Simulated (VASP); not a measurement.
## Y2Ge3: single point with r2SCAN

Y2Ge3:

```
CELL_PARAMETERS angstrom
4.36694 0.00000 0.00000
-2.18347 3.78188 0.00000
0.00000 0.00000 7.13267
ATOMIC_POSITIONS crystal
Y 0.00000 0.00000 0.26901
Y 0.00000 0.00000 0.73099
Ge 0.66667 0.33333 0.00000
Ge 0.66667 0.33333 0.50000
Ge 0.33333 0.66667 0.00000
```

```yaml
Program: VASP 6.6.1
Task: single point
Functional: r2SCAN
Potentials_or_basis: VASP PAW PBE potentials, release 64 (Y_sv, Ge_d)
Cutoff: 520 eV
k_mesh: 7 × 7 × 4
Occupations: fermi-dirac, width 0.05 eV
Spin: no spin polarisation
Dipole_correction: no
Further_INCAR_settings: ALGO = Normal; EDIFF = 1e-07; NBANDS = 40
```

```
Pressure               : 0.0 GPa
Band gap on the k mesh : zero (bands 32 and 33 overlap by 1.47 eV)
```

Levels at points of the mesh, in eV from the Fermi level:
| k point | band 30 | band 31 | band 32 | band 33 | band 34 | band 35 |
| --- | --- | --- | --- | --- | --- | --- |
| (0.00, 0.00, 0.00) | -0.56 | -0.56 | 0.03 | 0.77 | 0.77 | 0.98 |
| (0.00, 0.00, 0.50) | -1.76 | -0.50 | -0.50 | 0.14 | 0.14 | 1.87 |

Wall time 10 min on 1 thread of Oxide Virtual Turin-like Processor, on a shared host, peak memory 0.27 GiB.

Caveat: the PAW data sets were made with another functional, which shifts forces and pressure a little.
